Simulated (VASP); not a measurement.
Here is a VASP 6.6.1 calculation.

File INCAR:

```
SYSTEM = Sb
ALGO = Normal ; EDIFF = 1E-6
ENCUT = 520 ; GGA = PS
ISIF = 2 ; ISMEAR = 0
LASPH = .True. ; LCHARG = .True.
LELF = .True. ; LREAL = .False.
LVHAR = .True. ; LWAVE = .False.
NBANDS = 12 ; NELM = 80
PREC = Accurate ; SIGMA = 0.1
```

File KPOINTS:

```
k-points
0
Gamma
  12 12 12
  0 0 0
```

POSCAR

```
Sb
1.0
    2.1616083304      1.2480051515      3.6796745313
   -2.1616083304      1.2480051515      3.6796745313
    0.0000000000     -2.4960103029      3.6796745313
Sb
2
Direct
    0.2361487230      0.2361487230      0.2361487230
    0.7638512770      0.7638512770      0.7638512770
```

Potentials or basis: VASP PAW PBE potentials, release 64 (Sb).

Launch:

```sh
$ cat potpaw_PBE.64/Sb/POTCAR > POTCAR
$ mpirun -np 1 vasp_std > vasp.out
```

(1) Estimate the pressure.

(2) What does it give for the largest force?

(3) Estimate the band gap on the k mesh.

Answers

(1) 0.1 GPa.

(2) 0.013 eV/Å.

(3) zero (band 5 reaches 7.34 eV, above the bottom of band 6 at 7.07 eV).

Caveat: the PAW data sets were made with another functional, which shifts forces and pressure a little; spin-orbit coupling is left out, which moves the levels of the heavy elements.
